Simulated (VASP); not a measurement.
**SiC: single point with r2SCAN**

SiC:

```xyz
2
Lattice="0.0000 2.2610 2.2610 2.2610 0.0000 2.2610 2.2610 2.2610 0.0000" Properties=species:S:1:pos:R:3 pbc="T T T"
Si    0.0000    0.0000    0.0000
C     3.3914    3.3914    3.3914
```

This cell differs from its parent crystal: strain +0.040 along x and y, +0.040 along z.

| Property | Result |
| --- | --- |
| Program | VASP 6.6.1 |
| Task | single point |
| Functional | r2SCAN |
| Potentials or basis | VASP PAW PBE potentials, release 64 (Si, C) |
| Cutoff | 520 eV |
| k mesh | 12 × 12 × 12 |
| Occupations | gaussian, width 0.05 eV |
| Spin | no spin polarisation |
| Dipole correction | no |
| Further INCAR settings | ALGO = Normal; EDIFF = 1e-06; NBANDS = 11 |

```
Pressure               : -20.5 GPa
Band gap on the k mesh : 1.79 eV, indirect (least direct gap 4.90 eV)
```

Levels at points of the mesh, in eV from the valence-band top:
```tsv
k point	band 1	band 2	band 3	band 4	band 5	band 6	band 7	band 8
(0.00, 0.00, 0.00)	-15.33	0.00	0.00	0.00	5.46	7.06	7.06	7.06
(0.50, 0.00, 0.00)	-12.10	-8.24	-1.08	-1.08	4.95	7.27	7.27	10.28
(0.50, 0.50, 0.00)	-10.75	-7.72	-3.12	-3.12	1.79	4.40	13.78	13.78
```

Run time: 2.2 min on 1 thread of AMD EPYC 7R43 64-Core Processor (Zen 3), with other jobs on the host, peak memory 0.1 GiB.

Caveat: the cell differs from its parent crystal (strain +0.040 along x and y, +0.040 along z); the PAW data sets were made with another functional, which shifts forces and pressure a little. A k mesh can miss the band edges.
